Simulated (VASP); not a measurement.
Set up this calculation in VASP 6.6.1, as the native input.

```yaml
Task: single point
Functional: PBE
Potentials_or_basis: VASP PAW PBE potentials, release 64 (Ga_d, As)
Cutoff: 520 eV
k_mesh: 10 × 10 × 10
Occupations: gaussian, width 0.05 eV
Spin: no spin polarisation
Dipole_correction: no
Further_INCAR_settings: ALGO = Normal; EDIFF = 1e-06; NBANDS = 16
```

The structure of GaAs lies in POSCAR:

```
GaAs
1.0
    0.0000000000      2.7561787500      2.9681925000
    2.7561787500      0.0000000000      2.9681925000
    2.7561787500      2.7561787500      0.0000000000
Ga As
1 1
Direct
    0.0000000000      0.0000000000      0.0000000000
    0.7500000000      0.7500000000      0.7500000000
```

This cell differs from its parent crystal: strain -0.025 along x and y, +0.050 along z.

The input as run:

INCAR

```
  PREC = Accurate
  ENCUT = 520
  EDIFF = 1E-6
  ISMEAR = 0
  SIGMA = 0.05
  LREAL = False
  LASPH = True
  NELM = 80
  ALGO = Normal
  ISIF = 2
  LWAVE = False
  LCHARG = False
  GGA = PE
  NBANDS = 16
```

KPOINTS

```
regular mesh
0
Gamma
  10 10 10
```

Potentials or basis: VASP PAW PBE potentials, release 64 (Ga_d, As).

Launch:

```console
$ cat potpaw_PBE.64/Ga_d/POTCAR potpaw_PBE.64/As/POTCAR > POTCAR
$ mpirun -np 1 vasp_std > vasp.out
```

It gave:

The pressure is 3.5 GPa. The band gap on the k mesh is 0.33 eV.

Caveat: the cell differs from its parent crystal (strain -0.025 along x and y, +0.050 along z); the cell stands under pressure.

Wall time 84 s on 1 thread of Intel Xeon 8259CL, with other jobs on the host, peak memory 0.22 GiB.
